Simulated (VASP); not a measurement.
Here is a VASP 6.6.1 calculation.

Contents of INCAR:

```
SYSTEM = SrBrCl
ALGO     = Normal         ! electronic algorithm
DIPOL    = 0.5 0.5 0.292
EDIFF    = 1E-6           ! SCF threshold, eV
ENCUT    = 520            ! plane-wave cutoff, eV
GGA      = PE             ! functional
IDIPOL   = 3            
ISIF     = 2              ! what is computed and relaxed
ISMEAR   = 0              ! smearing method
LASPH    = .True.         ! aspherical terms in the spheres
LCHARG   = .False.        ! write CHGCAR
LDIPOL   = .True.       
LREAL    = .False.        ! projectors in reciprocal space
LWAVE    = .False.        ! write WAVECAR
NBANDS   = 19             ! bands
NELM     = 60             ! most SCF steps
PREC     = Accurate       ! precision mode
SIGMA    = 0.02           ! smearing width, eV
```

KPOINTS

```
k-points
0
Gamma
  6 6 1
  0 0 0
```

POSCAR

```
SrBrCl
1.0
    4.2948462883      0.0000000000      0.0000000000
   -2.1474231441      3.7194459910      0.0000000000
    0.0000000000      0.0000000000     30.9038411200
Sr Br Cl
1 1 1
Direct
    0.0000000000      0.0000000000      0.2949540268
    0.3333333333      0.6666666667      0.2352372604
    0.3333333333      0.6666666667      0.3469812265
```

Potentials or basis: VASP PAW PBE potentials, release 64 (Sr_sv, Br, Cl).

Launch:

```sh
$ cat potpaw_PBE.64/Sr_sv/POTCAR potpaw_PBE.64/Br/POTCAR potpaw_PBE.64/Cl/POTCAR > POTCAR
$ mpirun -np 1 vasp_std > vasp.out
```

(1) Predict the largest force.

(2) Estimate the band gap on the k mesh.

Answers

(1) 0.019 eV/Å.

(2) 4.63 eV, indirect (least direct gap 4.67 eV).
